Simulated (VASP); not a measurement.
Input of a VASP 6.6.1 run:

File INCAR:

```
ALGO = Normal
EDIFF = 1E-6
ENCUT = 520
GGA = PS
ISIF = 2
ISMEAR = 1
LASPH = True
LCHARG = True
LELF = True
LREAL = False
LVHAR = True
LWAVE = False
NBANDS = 35
NELM = 80
PREC = Accurate
SIGMA = 0.149
```

Contents of KPOINTS:

```
k-points
0
Gamma
  12 12 2
```

File POSCAR:

```
MoS2
1.0
    3.2673000000      0.0000000000      0.0000000000
   -1.6336500000      2.8295648018      0.0000000000
    0.0000000000      0.0000000000     13.0731000000
Mo S
2 4
Direct
    0.3333333333      0.6666666667      0.2500000000
    0.6666666667      0.3333333333      0.7500000000
    0.3333333333      0.6666666667      0.6259932117
    0.6666666667      0.3333333333      0.1259932117
    0.3333333333      0.6666666667      0.8740067883
    0.6666666667      0.3333333333      0.3740067883
```

Potentials or basis: VASP PAW PBE potentials, release 64 (Mo_sv, S).

Command:

```console
$ cat potpaw_PBE.64/Mo_sv/POTCAR potpaw_PBE.64/S/POTCAR > POTCAR
$ mpirun -np 1 vasp_std > vasp.out
```

(1) What does it give for the pressure?

(2) What does it give for the band gap on the k mesh?

(3) Estimate the largest force.

## Answers

(1) -13.9 GPa.

(2) 1.03 eV (least direct gap 1.49 eV).

(3) 1.667 eV/Å.

Caveat: the cell stands under tension; the PAW data sets were made with another functional, which shifts forces and pressure a little; this functional lacks dispersion, which binds layers or chains, so the pressure and a relaxed spacing across them are unreliable.
